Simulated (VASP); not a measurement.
GaN: single point with PBE

GaN:

```xyz
32
Lattice="6.4372 0.0000 0.0000 -3.2186 5.5748 0.0000 0.0000 0.0000 10.4871" Properties=species:S:1:pos:R:3 pbc="T T T"
Ga    1.6093    0.9291    2.6172
Ga    0.0000    1.8583    5.2390
Ga    1.6093    0.9291    7.8608
Ga    0.0000    1.8583   10.4825
Ga    0.0000    3.7165    2.6172
Ga   -1.6093    4.6457    5.2390
Ga    0.0000    3.7165    7.8608
Ga   -1.6093    4.6457   10.4825
Ga    4.8279    0.9291    2.6172
Ga    3.2186    1.8583    5.2390
Ga    4.8279    0.9291    7.8608
Ga    3.2186    1.8583   10.4825
Ga    3.2186    3.7165    2.6172
Ga    1.6093    4.6457    5.2390
Ga    3.2186    3.7165    7.8608
Ga    1.6093    4.6457   10.4825
N     1.6093    0.9291    4.5926
N     0.0000    1.8583    1.9709
N     1.6093    0.9291    9.8362
N     0.0000    1.8583    7.2144
N     0.0000    3.7165    4.5926
N    -1.6093    4.6457    1.9709
N     0.0000    3.7165    9.8362
N    -1.6093    4.6457    7.2144
N     4.8279    0.9291    4.5926
N     3.2186    1.8583    1.9709
N     4.8279    0.9291    9.8362
N     3.2186    1.8583    7.2144
N     3.2186    3.7165    4.5926
N     1.6093    4.6457    1.9709
N     3.2186    3.7165    9.8362
N     1.6093    4.6457    7.2144
```

```yaml
Program: VASP 6.6.1
Task: single point
Functional: PBE
Potentials_or_basis: VASP PAW PBE potentials, release 64 (Ga_d, N)
Cutoff: 600 eV
k_mesh: 1 × 1 × 1
Occupations: gaussian, width 0.01 eV
Spin: no spin polarisation
```

- Pressure: 1.3 GPa
- Largest force: 0.177 eV/Å
- Band gap on the k mesh: 1.59 eV

Forces in eV/Å, atoms in the order of the input:
```
Ga   0.000  0.000  0.177
Ga   0.000  0.000  0.177
Ga   0.000  0.000  0.177
Ga   0.000  0.000  0.177
Ga   0.000  0.000  0.177
Ga   0.000  0.000  0.177
Ga   0.000  0.000  0.177
Ga   0.000  0.000  0.177
Ga   0.000  0.000  0.177
Ga   0.000  0.000  0.177
Ga   0.000  0.000  0.177
Ga   0.000  0.000  0.177
Ga   0.000  0.000  0.177
Ga   0.000  0.000  0.177
Ga   0.000  0.000  0.177
Ga   0.000  0.000  0.177
N    0.000  0.000 -0.177
N    0.000  0.000 -0.177
N    0.000  0.000 -0.177
N    0.000  0.000 -0.177
N    0.000  0.000 -0.177
N    0.000  0.000 -0.177
N    0.000  0.000 -0.177
N    0.000  0.000 -0.177
N    0.000  0.000 -0.177
N    0.000  0.000 -0.177
N    0.000  0.000 -0.177
N    0.000  0.000 -0.177
N    0.000  0.000 -0.177
N    0.000  0.000 -0.177
N    0.000  0.000 -0.177
N    0.000  0.000 -0.177
```

Stress tensor (GPa, compression positive):
```
 4.72  0.00  0.00
 0.00  4.72  0.00
 0.00  0.00 -5.49
```

Levels at points of the mesh, in eV from the valence-band top:
```csv
k point,band 140,band 141,band 142,band 143,band 144,band 145,band 146,band 147,band 148,band 149
"(0.00, 0.00, 0.00)",-0.53,-0.53,-0.07,0.00,0.00,1.59,3.83,3.91,3.91,4.09
```

Run time: 4.8 min on 1 thread of Oxide Virtual Turin-like Processor (shared host), peak memory 0.47 GiB.

Caveat: the k points lie up to 1.13 Å⁻¹ apart, too coarse for converged energies, forces and pressures. A k mesh can miss the band edges.
